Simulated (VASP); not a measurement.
Mg5CdO6:

```
CELL_PARAMETERS angstrom
3.37683 0.00000 0.00000
0.00000 3.37683 0.00000
0.00000 0.00000 14.32666
ATOMIC_POSITIONS crystal
Mg 0.00000 0.00000 0.83333
Mg 0.00000 0.00000 0.16667
Mg 0.50000 0.50000 0.33333
Mg 0.00000 0.00000 0.50000
Mg 0.50000 0.50000 0.66667
Cd 0.50000 0.50000 0.00000
O 0.00000 0.00000 0.00000
O 0.50000 0.50000 0.16667
O 0.00000 0.00000 0.33333
O 0.50000 0.50000 0.50000
O 0.00000 0.00000 0.66667
O 0.50000 0.50000 0.83333
```

```yaml
Program: VASP 6.6.1
Task: relaxation of cell and atoms
Functional: PBE
Potentials_or_basis: VASP PAW PBE potentials, release 64 (Mg, Cd, O)
Cutoff: 600 eV
k_mesh: 6 × 6 × 2
Occupations: gaussian, width 0.1 eV
Spin: no spin polarisation
```

At the start: pressure -21.7 GPa; volume 13.61 Å³/atom.

Question: Where does the relaxation end?

Answer: Over 10 steps the energy falls by 297.6 meV/atom and the volume is 10.46 Å³/atom (-23.1 %); space group P4/mmm (No. 123, to 0.1 Å) before and after.

Step by step:
```
step  energy change (eV)  largest force (eV/Å)  pressure (GPa)  volume (Å³)
   1              0.0000                0.8900          -21.71       163.37
   2             -3.2485                1.3286            3.04       123.52
   3             -3.2646                1.3007            0.60       125.51
   4             -3.3939                0.6685            0.57       125.10
   5             -3.4182                0.8213            0.75       124.83
   6             -3.4998                0.4917           -0.14       125.56
   7             -3.5140                0.7109           -0.56       126.03
   8             -3.5579                0.1942           -0.09       125.62
   9             -3.5610                0.2576            0.12       125.49
  10             -3.5707                0.0392           -0.01       125.57
```

Final structure:
```yaml
crystal:
  lattice:
    - [3.09979, 0.00000, 0.00000]
    - [0.00000, 3.09979, 0.00000]
    - [0.00000, 0.00000, 13.06818]
  atoms:
    - { symbol: Mg, position: [0.00000, 0.00000, 0.82059] }
    - { symbol: Mg, position: [0.00000, 0.00000, 0.17941] }
    - { symbol: Mg, position: [0.50000, 0.50000, 0.34106] }
    - { symbol: Mg, position: [0.00000, 0.00000, 0.50000] }
    - { symbol: Mg, position: [0.50000, 0.50000, 0.65894] }
    - { symbol: Cd, position: [0.50000, 0.50000, 0.00000] }
    - { symbol: O, position: [0.00000, 0.00000, 0.00000] }
    - { symbol: O, position: [0.50000, 0.50000, 0.18247] }
    - { symbol: O, position: [0.00000, 0.00000, 0.34054] }
    - { symbol: O, position: [0.50000, 0.50000, 0.50000] }
    - { symbol: O, position: [0.00000, 0.00000, 0.65946] }
    - { symbol: O, position: [0.50000, 0.50000, 0.81753] }
```

Caveat: the volume moved by over 15 % at a fixed basis, so the end points are rough.
